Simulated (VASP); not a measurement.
Sc, 2 atoms in the cell. Symmetry: I4_1/amd, No. 141, tetragonal system. The conventional cell has a = 4.773 Å, b = 4.773 Å, c = 2.826 Å, α = 90.00°, β = 90.00°, γ = 90.00°. Within 3.3 Å of Sc (site symmetry -4m2) lie 10 Sc at 2.49 to 3.19 Å. 

```yaml
Program: VASP 6.6.1
Task: single point
Functional: PBE
Potentials_or_basis: VASP PAW PBE potentials, release 64 (Sc_sv)
Cutoff: 520 eV
k_mesh: 14 × 14 × 14
Occupations: fermi-dirac, width 0.08 eV
Spin: no spin polarisation
Dipole_correction: no
Further_INCAR_settings: ALGO = Normal; EDIFF = 1e-06; NBANDS = 18
```

Potentials or basis: VASP PAW PBE potentials, release 64 (Sc_sv).

Launch:

```console
$ cat potpaw_PBE.64/Sc_sv/POTCAR > POTCAR
$ mpirun -np 1 vasp_std > vasp.out
```

Hardware: 1 thread of Intel(R) Xeon(R) 6975P-C (Granite Rapids), with other jobs on the host.

Q: Estimate the wall time of this run.

A: Wall time 50 s on 1 thread of Intel(R) Xeon(R) 6975P-C (Granite Rapids) (shared host), peak memory 0.24 GiB. Counts: scf iterations 11, k points 244.
